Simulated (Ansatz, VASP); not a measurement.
## Two plane-wave programs on BN

```
B N
1.0
     1.15281    0.66558    3.42668
    -1.15281    0.66558    3.42668
     0.00000   -1.33115    3.42668
B N
1 1
Direct
  0.99970 0.99970 0.99970
  0.33274 0.33274 0.33274
```

Change from the starting cell: strain -0.080 along x and y, +0.040 along z, atoms carried along.

Alike in both runs: task single point; functional PBE; dispersion D3(BJ); k mesh 12 × 12 × 12; occupations gaussian, width 0.05 eV; no spin polarisation.

|  | VASP | Ansatz |
| --- | --- | --- |
| version | VASP 6.6.1 | Ansatz 0.2.0 |
| potentials or method | VASP PAW PBE potentials, release 64 (B, N), cutoff 520 eV | scalar-relativistic, plane waves, PAW |
| valence electrons in the cell | 8 | 8 |

|  | VASP | Ansatz | Ansatz less VASP |
| --- | --- | --- | --- |
| gap on the k mesh at the Fermi level (eV) | 4.74 | 4.75 | +0.014 |
| least direct gap on the mesh (eV) | 5.30 | 5.30 | +0.005 |
| pressure (GPa) | 83.1 | 82.9 | -0.13 |
| traceless stress, the component that is largest in VASP (GPa) | -84.96 | -84.59 | +0.367 |
| rms of the force components (eV/Å) | 0.009 | 0.008 | -0.0002 |

Atom by atom the forces differ by 0.000 eV/Å (rms over components). Both programs put the cell under a high pressure, so it lies far from rest at this level.

Noted on VASP's run: the cell as given lies far from equilibrium.
